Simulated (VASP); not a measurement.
MgSi:

```
Mg Si
1.0
     2.08096   -4.93266    0.00000
     2.08096    4.93266    0.00000
     0.00000    0.00000    3.50865
Mg Si
2 2
Direct
  0.63973 0.36027 0.75000
  0.36027 0.63973 0.25000
  0.93597 0.06403 0.75000
  0.06403 0.93597 0.25000
```

* Program: VASP 6.6.1
* Task: relaxation of cell and atoms
* Functional: PBEsol
* Potentials or basis: VASP PAW PBE potentials, release 64 (Mg, Si)
* Cutoff: 600 eV
* k mesh: 6 × 6 × 6
* Occupations: gaussian, width 0.1 eV
* Spin: no spin polarisation

At the start: pressure 7.2 GPa; volume 18.01 Å³/atom.

Problem. How do energy, volume and symmetry change on relaxing?

Solution. Over 6 steps the energy falls by 135.0 meV/atom and the volume is 18.49 Å³/atom (+2.7 %); space group Cmcm (No. 63, to 0.05 Å).

The path:
| step | energy change (eV) | largest force (eV/Å) | pressure (GPa) | volume (Å³) |
| --- | --- | --- | --- | --- |
| 1 | 0.0000 | 3.2189 | 7.20 | 72.03 |
| 2 | -0.4085 | 0.3560 | -5.19 | 80.72 |
| 3 | -0.4844 | 0.3963 | -2.48 | 77.83 |
| 4 | -0.5321 | 0.1432 | -0.80 | 75.15 |
| 5 | -0.5385 | 0.0388 | 0.17 | 73.84 |
| 6 | -0.5398 | 0.0233 | 0.04 | 73.97 |

Final structure:
```
Mg Si
1.0
     2.06959   -4.89846    0.00000
     2.06959    4.89846    0.00000
     0.00000    0.00000    3.64820
Mg Si
2 2
Cartesian
  2.0696 -1.4030 2.7361
  2.0696 1.4030 0.9121
  2.0696 -4.1273 2.7361
  2.0696 4.1273 0.9121
```

Caveat: the PAW data sets were made with another functional, which shifts forces and pressure a little; the relaxation stopped at a loose force limit of 0.05 eV/Å, so its end isn't a converged minimum.
